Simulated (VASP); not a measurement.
GaP:

```xyz
2
Lattice="0.0000 2.7070 2.7070 2.7070 0.0000 2.7070 2.7070 2.7070 0.0000" Properties=species:S:1:pos:R:3 pbc="T T T"
Ga    0.0000    0.0000    0.0000
P     4.0604    4.0604    4.0604
```

Base run:

- Program: VASP 6.6.1
- Functional: BLYP
- Dispersion: D3(BJ)
- Potentials or basis: VASP PAW PBE potentials, release 64 (Ga_d, P)
- Cutoff: 520 eV
- k mesh: 8 × 8 × 8
- Occupations: fermi-dirac, width 0.05 eV
- Spin: no spin polarisation

Its results: band gap on the k mesh 1.75 eV, indirect (least direct gap 1.90 eV); pressure 1.9 GPa.

Q: The run is repeated on the same cell with these changes: functional from BLYP to PBE; dispersion from D3(BJ) to D4. What comes out?

A: Band gap on the k mesh 1.61 eV, indirect (least direct gap 1.99 eV); pressure 0.8 GPa.

Several settings changed at once, so the effect can't be laid on one alone.

Caveats: the PAW data sets were made with another functional, which shifts forces and pressure a little (some runs).

A k mesh can miss the band edges.
